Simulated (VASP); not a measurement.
# ZrC (P6_3/mmc) in VASP: further runs

The runs below take ZrC through single point, relaxation of cell and atoms, with PBE.

Everything below comes from runs of VASP 6.6.1. Logs are shortened: lines on timing, memory, paths and dates and some standing lists are left out, and cuts for length are marked.

**1. The cell of the first run**

It takes space group P6_3/mmc (No. 194, hexagonal). Conventional cell: a = 3.372 Å, b = 3.372 Å, c = 5.294 Å, α = 90.00°, β = 90.00°, γ = 120.00°. Zr (site symmetry -6m2) has 6 C at 2.35 Å within 3.1 Å. C (site symmetry -3m) has 6 Zr at 2.35 Å and 2 C at 2.65 Å within 3.1 Å.

**2. Single point, PBE**

INCAR

```
PREC = Accurate ; ENCUT = 520
EDIFF = 1E-6 ; ISMEAR = 0
SIGMA = 0.1 ; LREAL = F
LASPH = T ; NELM = 80
ALGO = Normal ; ISIF = 2
LWAVE = F ; LCHARG = F
GGA = PE ; NBANDS = 24
```

KPOINTS

```
regular mesh
0
Gamma
  12 12 9
```

POSCAR

```
ZrC
1.0
    3.3722805498      0.0000000000      0.0000000000
   -1.6861402749      2.9204806248      0.0000000000
    0.0000000000      0.0000000000      5.2943649991
Zr C
2 2
Direct
    0.0000000000      0.0000000000      0.0000000000
    0.3333333333      0.6666666667      0.5000000000
    0.6666666667      0.3333333333      0.2500000000
    0.6666666667      0.3333333333      0.7500000000
```

Potentials or basis: VASP PAW PBE potentials, release 64 (Zr_sv, C).

Run with:

```bash
$ cat potpaw_PBE.64/Zr_sv/POTCAR potpaw_PBE.64/C/POTCAR > POTCAR
$ mpirun -np 1 vasp_std > vasp.out
```

OUTCAR:

```text
PREC = Accurate
   ENCUT = 520
   EDIFF = 1E-6
   ISMEAR = 0
   LREAL = F
   LASPH = T
   NELM = 80
   ISIF = 2
   GGA = PE

 ion  position               nearest neighbor table
   1  0.000  0.000  0.000-   3 2.35   4 2.35   3 2.35   4 2.35   3 2.35   4 2.35   2 3.29   2 3.29
                             2 3.29   2 3.29   2 3.29   2 3.29
   2  0.333  0.667  0.500-   3 2.35   4 2.35   3 2.35   4 2.35   3 2.35   4 2.35   1 3.29   1 3.29
                             1 3.29   1 3.29   1 3.29   1 3.29
   3  0.667  0.333  0.250-   2 2.35   1 2.35   2 2.35   1 2.35   1 2.35   2 2.35
   4  0.667  0.333  0.750-   2 2.35   1 2.35   2 2.35   1 2.35   1 2.35   2 2.35

  LATTYP: Found a hexagonal cell.
 ALAT       =     3.3722805498
 C/A-ratio  =     1.5699657608

  Lattice vectors:

 A1 = (   3.3722805498,   0.0000000000,   0.0000000000)
 A2 = (  -1.6861402749,   2.9204806248,   0.0000000000)
 A3 = (   0.0000000000,   0.0000000000,   5.2943649991)

Analysis of symmetry for initial positions (statically):
=====================================================================
 Subroutine PRICEL returns:
 Original cell was already a primitive cell.

 Routine SETGRP: Setting up the symmetry group for a
 hexagonal supercell.

 Subroutine GETGRP returns: Found 24 space group operations
 (whereof 12 operations were pure point group operations)
 out of a pool of 24 trial point group operations.

The static configuration has the point symmetry D_3h.
 The point group associated with its full space group is D_6h.

Analysis of symmetry for dynamics (positions and initial velocities):
=====================================================================
 Subroutine PRICEL returns:
 Original cell was already a primitive cell.

 Routine SETGRP: Setting up the symmetry group for a
 hexagonal supercell.

 Subroutine GETGRP returns: Found 24 space group operations
 (whereof 12 operations were pure point group operations)
 out of a pool of 24 trial point group operations.

The dynamic configuration has the point symmetry D_3h.
 The point group associated with its full space group is D_6h.

 Subroutine INISYM returns: Found 24 space group operations
 (whereof 12 operations are pure point group operations),
 and found     1 'primitive' translations

----------------------------------------------------------------------------------------

                                     Primitive cell

  volume of cell :      52.1425

  direct lattice vectors                    reciprocal lattice vectors
     3.372280550  0.000000000  0.000000000     0.296535233  0.171204697  0.000000000
    -1.686140275  2.920480625  0.000000000     0.000000000  0.342409394  0.000000000
     0.000000000  0.000000000  5.294364999     0.000000000  0.000000000  0.188880064

  length of vectors
     3.372280550  3.372280550  5.294364999     0.342409394  0.342409394  0.188880064

  position of ions in fractional coordinates (direct lattice)
     0.000000000  0.000000000  0.000000000
     0.333333333  0.666666667  0.500000000
     0.666666667  0.333333333  0.250000000
     0.666666667  0.333333333  0.750000000

  ion indices of the primitive-cell ions
   primitive index   ion index
                 1           1
                 2           2
                 3           3
                 4           4

----------------------------------------------------------------------------------------

 KPOINTS: regular mesh

Automatic generation of k-mesh.
 Grid dimensions read from file:
 generate k-points for:   12   12    9

 Generating k-lattice:

  Cartesian coordinates                     Fractional coordinates (reciprocal lattice)
     0.024711269  0.014267058  0.000000000     0.083333333 -0.000000000  0.000000000
     0.000000000  0.028534116  0.000000000     0.000000000  0.083333333  0.000000000
     0.000000000  0.000000000  0.020986674     0.000000000  0.000000000  0.111111111

  Length of vectors
     0.028534116  0.028534116  0.020986674

  Shift w.r.t. Gamma in fractional coordinates (k-lattice)
     0.000000000  0.000000000  0.000000000

 Subroutine IBZKPT returns following result:
 ===========================================

 Found     95 irreducible k-points:

 Following reciprocal coordinates:
            Coordinates               Weight
  0.000000  0.000000  0.000000      1.000000
  0.083333  0.000000  0.000000      6.000000
  0.166667  0.000000  0.000000      6.000000
  0.250000  0.000000  0.000000      6.000000
  0.333333  0.000000  0.000000      6.000000
  0.416667  0.000000  0.000000      6.000000
[... 16 lines left out ...]
  0.250000  0.000000  0.111111     12.000000
  0.333333  0.000000  0.111111     12.000000
 [... further k-points ...]
   k-points           NKPTS =     95   k-points in BZ     NKDIM =     95   number of bands    NBANDS=     24
   number of dos      NEDOS =    301   number of ions     NIONS =      4
   total plane-waves  NPLWV =  31360
   dimension x,y,z NGX =    28 NGY =   28 NGZ =   40
   dimension x,y,z NGXF=    56 NGYF=   56 NGZF=   80
   ions per type =               2   2
   NGX,Y,Z   is equivalent  to a cutoff of  13.80, 13.80, 12.56 a.u.
   NGXF,Y,Z  is equivalent  to a cutoff of  27.61, 27.61, 25.12 a.u.
 SYSTEM =  unknown system
   PREC   = accura    normal or accurate (medium, high low for compatibility)
   ISTART =      0    job   : 0-new  1-cont  2-samecut
   ICHARG =      2    charge: 1-file 2-atom 10-const
   ISPIN  =      1    spin polarized calculation?
   LNONCOLLINEAR =      F non collinear calculations
   LSORBIT =      F    spin-orbit coupling
   LASPH  =      T    aspherical Exc in radial PAW
   ENCUT  =  520.0 eV  38.22 Ry    6.18 a.u.   6.27  6.27  9.84*2*pi/ulx,y,z
   NELM   =     80;   NELMIN=  2; NELMDL= -5     # of ELM steps
   EDIFF  = 0.1E-05   stopping-criterion for ELM
   LREAL  =      F    real-space projection
   EDIFFG = 0.1E-04   stopping-criterion for IOM
   NSW    =      0    number of steps for IOM
   IBRION =     -1    ionic relax: 0-MD 1-quasi-New 2-CG
   NFREE  =      0    steps in history (QN), initial steepest desc. (CG)
   ISIF   =      2    stress and relaxation
   ISYM   =      2    0-nonsym 1-usesym 2-fastsym
   POTIM  = 0.5000    time-step for ionic-motion
   TEBEG  =    0.0;   TEEND  =   0.0 temperature during run
   PSTRESS=    0.0 pullay stress
   NELECT =      32.0000    total number of electrons
   NUPDOWN=      -1.0000    fix difference up-down
   EMIN   =  10.00;   EMAX   =-10.00  energy-range for DOS
   EFERMI =   0.00;   METHOD = LEGACY
   ISMEAR =     0;   SIGMA  =   0.10  broadening in eV -4-tet -1-fermi 0-gaus
   EFERMI_NEDOS =   21; number of points for ismear=-14 and -15
   IALGO  =     38    algorithm
   IMIX   =      4    mixing-type and parameters
     AMIX     =   0.40;   BMIX     =  1.00
     AMIX_MAG =   1.60;   BMIX_MAG =  1.00
  volume/ion in A,a.u.               =      13.04        87.97
  Fermi-wavevector in a.u.,A,eV,Ry     =   1.391215  2.629015 26.333785  1.935479
  Thomas-Fermi vector in A             =   2.515075
   LORBIT       =      0    0 simple, 1 ext, 2 COOP (PROOUT), +10 PAW based schemes
   GGA     = PE    functional components
   LHFCALC =     F    Hartree Fock is set to
   AEXX    =    0.0000 exact exchange contribution
   IVDW    =     0    specifies the selected vdW correction
   LEPSILON=     F    determine dielectric tensor
   LRPA    =     F    only Hartree local field effects (RPA)
 non-spin polarized calculation
 Gauss-broadening in eV      SIGMA  =   0.10
  energy-cutoff  :      520.00
  volume of cell :       52.14
 maximum number of plane-waves:      1421
 NGX is ok and might be reduce to    28

 number of electron      32.0000000 magnetization

 Free energy of the ion-electron system (eV)
  ---------------------------------------------------
  ext. energy  EPLUGINS =         0.00000000
  ---------------------------------------------------
  free energy    TOTEN  =       -38.25336055 eV

  energy without entropy =      -38.24890167  energy(sigma->0) =      -38.25113111

 E-fermi :   9.9902     XC(G=0): -12.1150

 val. band max:        9.9829391537   @ k =   0.3333   0.2500   0.1111
 cond. band min:      10.0392448623   @ k =   0.2500   0.1667   0.3333
 fundamental gap:      0.0563057087
 Fermi energy:         9.9902384471

 k-point     1 :       0.0000    0.0000    0.0000
  band No.  band energies     occupation
      1     -38.4614      2.00000
      2     -38.3459      2.00000
      3     -17.0291      2.00000
      4     -16.3036      2.00000
      5     -16.3036      2.00000
      6     -16.2066      2.00000
[... 16 lines left out ...]
     23      14.2929      0.00000
     24      17.2945      0.00000

 k-point     2 :       0.0833    0.0000    0.0000
  band No.  band energies     occupation
      1     -38.4558      2.00000
      2     -38.3438      2.00000
      3     -17.0086      2.00000
      4     -16.3462      2.00000
      5     -16.3200      2.00000
      6     -16.2460      2.00000
[... 16 lines left out ...]
     23      14.6437      0.00000
     24      17.0173      0.00000

 k-point     3 :       0.1667    0.0000    0.0000
  band No.  band energies     occupation
      1     -38.4403      2.00000
      2     -38.3384      2.00000
      3     -16.9498      2.00000
      4     -16.4639      2.00000
      5     -16.3603      2.00000
      6     -16.3486      2.00000
[... 16 lines left out ...]
     23      15.4529      0.00000
     24      16.1904      0.00000
[... 514 lines left out ...]
 k-point    23 :       0.2500    0.0000    0.1111
  band No.  band energies     occupation
      1     -38.4155      2.00000
      2     -38.3345      2.00000
      3     -16.8571      2.00000
      4     -16.6113      2.00000
      5     -16.4930      2.00000
      6     -16.4048      2.00000
[... 16 lines left out ...]
     23      15.8206      0.00000
     24      15.8740      0.00000

 k-point    24 :       0.3333    0.0000    0.1111
  band No.  band energies     occupation
      1     -38.3919      2.00000
      2     -38.3293      2.00000
      3     -16.8312      2.00000
      4     -16.7058      2.00000
      5     -16.6108      2.00000
      6     -16.4504      2.00000
[... 16 lines left out ...]
     23      15.5206      0.00000
     24      16.0368      0.00000

 [... further k-points ...]

------------------------ aborting loop because EDIFF is reached ----------------------------------------

  FORCE on cell =-STRESS in cart. coord.  units (eV):
  Direction    XX          YY          ZZ          XY          YZ          ZX
  --------------------------------------------------------------------------------------
  -------------------------------------------------------------------------------------
  Total        0.0802907      0.0802907      0.0775398      0.0000000      0.0000000      0.0000000
  in kB        2.4670844      2.4670844      2.3825566      0.0000000      0.0000000      0.0000000
  external PRESSURE =       2.4389085 kB  Pullay stress =       0.0000000 kB

 VOLUME and BASIS-vectors are now :
 -----------------------------------------------------------------------------
  energy-cutoff  :      520.00
  volume of cell :       52.14
      direct lattice vectors                 reciprocal lattice vectors
     3.372280550  0.000000000  0.000000000     0.296535233  0.171204697  0.000000000
    -1.686140275  2.920480625  0.000000000     0.000000000  0.342409394  0.000000000
     0.000000000  0.000000000  5.294364999     0.000000000  0.000000000  0.188880064

 POSITION                                       TOTAL-FORCE (eV/Angst)
 -----------------------------------------------------------------------------------
      0.00000      0.00000      0.00000        -0.000000      0.000000      0.000000
     -0.00000      1.94699      2.64718         0.000000      0.000000      0.000000
      1.68614      0.97349      1.32359         0.000000      0.000000     -0.000000
      1.68614      0.97349      3.97077        -0.000000      0.000000      0.000000
 -----------------------------------------------------------------------------------
    total drift:                                0.000000     -0.000000     -0.000000

  FREE ENERGIE OF THE ION-ELECTRON SYSTEM (eV)
  ---------------------------------------------------
  free  energy   TOTEN  =       -38.2533605470 eV

  energy  without entropy=      -38.2489016728  energy(sigma->0) =      -38.25113111
```

Wall time 1.7 min (1 thread of Intel Xeon Platinum 8375C at 2.90GHz (Ice Lake), shared host); peak memory 0.24 GiB.

Results:

| Quantity | Value |
| --- | --- |
| Free energy | -38.2534 eV |
| Pressure | 0.2 GPa |
| Band gap on the k mesh | zero (bands 16 and 17 overlap by 1.18 eV) |

**3. Single point, PBE**

This run uses another cell than the first one, of 13.79 Å³/atom.

INCAR

```
SYSTEM = ZrC
PREC = Accurate ; ENCUT = 520
EDIFF = 1E-6 ; ISMEAR = 0
SIGMA = 0.1 ; LREAL = .False.
LASPH = .True. ; NELM = 60
ALGO = Normal ; ISIF = 2
LWAVE = .False. ; LCHARG = .True.
GGA = PE ; LELF = .True.
LVHAR = .True. ; NBANDS = 24
```

KPOINTS

```
regular mesh
0
Gamma
  12 12 9
  0 0 0
```

POSCAR

```
ZrC
1.0
    3.3014855472      0.0000000000      0.0000000000
   -1.6507427736      2.8591703541      0.0000000000
    0.0000000000      0.0000000000      5.8446853917
Zr C
2 2
Direct
    0.0000000000      0.0000000000      0.0000000000
    0.0000000000      0.0000000000      0.5000000000
    0.3333333333      0.6666666667      0.2500000000
    0.6666666667      0.3333333333      0.7500000000
```

Potentials or basis: VASP PAW PBE potentials, release 64 (Zr_sv, C).

Run with:

```bash
$ cat potpaw_PBE.64/Zr_sv/POTCAR potpaw_PBE.64/C/POTCAR > POTCAR
$ mpirun -np 1 vasp_std > vasp.out
```

Wall time 2.1 min (1 thread of Intel Xeon Platinum 8375C at 2.90GHz (Ice Lake), shared host); peak memory 0.25 GiB.

It converged, with:

```
Free energy            : -36.7248 eV
Pressure               : 0.2 GPa
Band gap on the k mesh : zero (bands 16 and 17 overlap by 1.54 eV)
```

Levels at points of the mesh, in eV from the Fermi level:
```
           k point  band 12  band 13  band 14  band 15  band 16  band 17  band 18  band 19  band 20  band 21
(0.00, 0.00, 0.00)    -2.16    -2.16    -1.21     0.81     1.37     1.37     1.75     1.75     1.82     1.82
(0.50, 0.00, 0.00)    -3.35    -2.40    -1.45    -1.01    -0.62     0.50     1.83     4.60     4.77     5.00
```

**4. Single point, PBE**

This run uses another cell than the first one: it holds 8 atoms, not 4.

INCAR

```
SYSTEM = ZrC
PREC = Accurate ; ENCUT = 520
EDIFF = 1E-6 ; ISMEAR = 0
SIGMA = 0.1 ; LREAL = .FALSE.
LASPH = .TRUE. ; NELM = 80
ALGO = Normal ; ISIF = 2
LWAVE = .FALSE. ; LCHARG = .FALSE.
GGA = PE ; NBANDS = 42
```

KPOINTS

```
Automatic mesh
0
G
  12 12 5
  0 0 0
```

POSCAR

```
ZrC
1.0
    3.3404722154      0.0000000000      0.0000000000
   -1.6702361077      2.8929337992      0.0000000000
    0.0000000000      0.0000000000     10.8012094237
Zr C
4 4
Direct
    0.0000000000      0.0000000000      0.0000000000
    0.3333333333      0.6666666667      0.2500000000
    0.0000000000      0.0000000000      0.5000000000
    0.6666666667      0.3333333333      0.7500000000
    0.6666666667      0.3333333333      0.1235196351
    0.6666666667      0.3333333333      0.3764803649
    0.3333333333      0.6666666667      0.6235196351
    0.3333333333      0.6666666667      0.8764803649
```

Potentials or basis: VASP PAW PBE potentials, release 64 (Zr_sv, C).

Run with:

```bash
$ cat potpaw_PBE.64/Zr_sv/POTCAR potpaw_PBE.64/C/POTCAR > POTCAR
$ mpirun -np 1 vasp_std > vasp.out
```

OUTCAR:

```text
SYSTEM = ZrC
   PREC = Accurate
   ENCUT = 520
   EDIFF = 1E-6
   ISMEAR = 0
   LREAL = .FALSE.
   LASPH = .TRUE.
   NELM = 80
   ISIF = 2
   GGA = PE

 ion  position               nearest neighbor table
   1  0.000  0.000  0.000-   5 2.35   8 2.35   5 2.35   8 2.35   5 2.35   8 2.35   2 3.32   4 3.32
                             2 3.32   4 3.32   4 3.32   2 3.32
   2  0.333  0.667  0.250-   5 2.36   6 2.36   5 2.36   6 2.36   5 2.36   6 2.36   1 3.32   3 3.32
                             1 3.32   3 3.32   1 3.32   3 3.32
   3  0.000  0.000  0.500-   6 2.35   7 2.35   6 2.35   7 2.35   6 2.35   7 2.35   2 3.32   4 3.32
                             2 3.32   4 3.32   4 3.32   2 3.32
   4  0.667  0.333  0.750-   7 2.36   8 2.36   7 2.36   8 2.36   7 2.36   8 2.36   1 3.32   3 3.32
                             1 3.32   3 3.32   1 3.32   3 3.32
   5  0.667  0.333  0.124-   1 2.35   1 2.35   1 2.35   2 2.36   2 2.36   2 2.36
   6  0.667  0.333  0.376-   3 2.35   3 2.35   3 2.35   2 2.36   2 2.36   2 2.36
   7  0.333  0.667  0.624-   3 2.35   3 2.35   3 2.35   4 2.36   4 2.36   4 2.36
   8  0.333  0.667  0.876-   1 2.35   1 2.35   1 2.35   4 2.36   4 2.36   4 2.36

  LATTYP: Found a hexagonal cell.
 ALAT       =     3.3404722154
 C/A-ratio  =     3.2334378876

[... 205 lines left out ...]
      2     -38.5525      2.00000
      3     -38.4042      2.00000
      4     -38.3877      2.00000
      5     -17.0821      2.00000
      6     -16.7192      2.00000
[... 1069 lines left out ...]
     41      14.3566      0.00000
     42      14.5543      0.00000

 [... further k-points ...]

------------------------ aborting loop because EDIFF is reached ----------------------------------------

  FORCE on cell =-STRESS in cart. coord.  units (eV):
  Direction    XX          YY          ZZ          XY          YZ          ZX
  --------------------------------------------------------------------------------------
  -------------------------------------------------------------------------------------
  Total        0.1919159      0.1919159      0.1676662      0.0000000     -0.0000000      0.0000000
  in kB        2.9457971      2.9457971      2.5735787      0.0000000     -0.0000000      0.0000000
  external PRESSURE =       2.8217243 kB  Pullay stress =       0.0000000 kB

 VOLUME and BASIS-vectors are now :
 -----------------------------------------------------------------------------
  energy-cutoff  :      520.00
  volume of cell :      104.38
      direct lattice vectors                 reciprocal lattice vectors
     3.340472215  0.000000000  0.000000000     0.299358874  0.172834926  0.000000000
    -1.670236108  2.892933799  0.000000000     0.000000000  0.345669853  0.000000000
     0.000000000  0.000000000 10.801209424     0.000000000  0.000000000  0.092582225

 POSITION                                       TOTAL-FORCE (eV/Angst)
 -----------------------------------------------------------------------------------
      0.00000      0.00000      0.00000         0.000000     -0.000000      0.000000
     -0.00000      1.92862      2.70030         0.000000     -0.000000     -0.000000
      0.00000      0.00000      5.40060         0.000000     -0.000000      0.000000
      1.67024      0.96431      8.10091        -0.000000      0.000000     -0.000000
      1.67024      0.96431      1.33416         0.000000      0.000000      0.001482
      1.67024      0.96431      4.06644         0.000000     -0.000000     -0.001482
     -0.00000      1.92862      6.73477        -0.000000      0.000000      0.001482
     -0.00000      1.92862      9.46705         0.000000      0.000000     -0.001482
 -----------------------------------------------------------------------------------
    total drift:                                0.000000     -0.000000      0.000000

  FREE ENERGIE OF THE ION-ELECTRON SYSTEM (eV)
  ---------------------------------------------------
  free  energy   TOTEN  =       -77.1134437147 eV

  energy  without entropy=      -77.1079357788  energy(sigma->0) =      -77.11068975
```

It took 4.5 min on 1 thread of Intel Xeon Platinum 8375C at 2.90GHz (Ice Lake), shared host; peak memory 0.35 GiB.

Results:

```yaml
Free_energy: -77.1134 eV
Pressure: 0.3 GPa
Band_gap_on_the_k_mesh: zero (bands 32 and 33 overlap by 1.11 eV)
```

[end of part 1 of 2]
